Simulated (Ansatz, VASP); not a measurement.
One calculation of Mg2ZnS3, two programs

Contents of INCAR:

```
PREC     = Accurate       # precision mode
ENCUT    = 600            # plane-wave cutoff, eV
EDIFF    = 1E-6           # SCF threshold, eV
ISMEAR   = 0              # smearing method
SIGMA    = 0.1            # smearing width, eV
LREAL    = False          # projectors in reciprocal space
LASPH    = True           # aspherical terms in the spheres
NELM     = 100            # most SCF steps
ALGO     = Normal         # electronic algorithm
ISIF     = 3              # what is computed and relaxed
LWAVE    = False          # write WAVECAR
LCHARG   = False          # write CHGCAR
GGA      = PE             # functional
IBRION   = 2              # ionic algorithm
NSW      = 90             # ionic steps
EDIFFG   = -0.04          # ionic threshold
```

The input KPOINTS:

```
Automatic mesh
0
Gamma
  6 6 2
```

Contents of POSCAR:

```
Mg2ZnS3
1.0
    3.5730750563      0.0000000000      0.0000000000
    0.0000000000      3.5730750563      0.0000000000
    0.0000000000      0.0000000000     10.5529665841
Mg Zn S
2 1 3
Direct
    0.0000000000      0.0000000000      0.7814887950
    0.0000000000      0.0000000000      0.2185112050
    0.5000000000      0.5000000000      0.5000000000
    0.0000000000      0.0000000000      0.0000000000
    0.5000000000      0.5000000000      0.2921029346
    0.5000000000      0.5000000000      0.7078970654
```

Input for Ansatz:

```yaml
crystal:
  lattice:
    - [3.5730750563, 0.0, 0.0]
    - [0.0, 3.5730750563, 0.0]
    - [0.0, 0.0, 10.5529665841]
  atoms:
    - { symbol: Mg, position: [0.0, 0.0, 0.781488795] }
    - { symbol: Mg, position: [0.0, 0.0, 0.218511205] }
    - { symbol: Zn, position: [0.5, 0.5, 0.5] }
    - { symbol: S, position: [0.0, 0.0, 0.0] }
    - { symbol: S, position: [0.5, 0.5, 0.2921029346] }
    - { symbol: S, position: [0.5, 0.5, 0.7078970654] }
basis:
  ecutwfc: 420
kpoints:
  mp_grid: { grid: [6, 6, 2] }
hamiltonian:
  xc: pbe
scf:
  occupations: { method: gaussian, width: 0.1 }
  lower_state_search: "off"
output:
  forces: true
  stress: true
  eigenvalues: true
relax:
  adjacent_minimum: "off"
  f_tol: 0.04
  max_steps: 70
  cell: { stress_tol: 0.4 }
```

Alike in both runs: task relaxation of cell and atoms; functional PBE; k mesh 6 × 6 × 2; occupations gaussian, width 0.1 eV; no spin polarisation.

|  | VASP | Ansatz |
| --- | --- | --- |
| version | VASP 6.6.1 | Ansatz 0.2.0 |
| potentials or method | VASP PAW PBE potentials, release 64 (Mg, Zn, S), cutoff 600 eV | scalar-relativistic, plane waves, PAW |
| valence electrons in the cell | 34 | 50 |

VASP gave:

- gap on the k mesh at the Fermi level, each at its own relaxed structure (eV): none
- relaxed volume (Å³/atom): 22.40
- relaxed length of the cell vector where the two differ most in proportion (Å): 3.565

Question: What did Ansatz give for the same quantities?

Answer: gap on the k mesh at the Fermi level, each at its own relaxed structure (eV): none; relaxed volume (Å³/atom): 22.45; relaxed length of the cell vector where the two differ most in proportion (Å): 3.573.

A gap of «none» marks a metal or a gap that the smearing closes. VASP's potentials hold 34 valence electrons a cell and Ansatz's 50, so a difference there can come from the potentials and not from the codes.
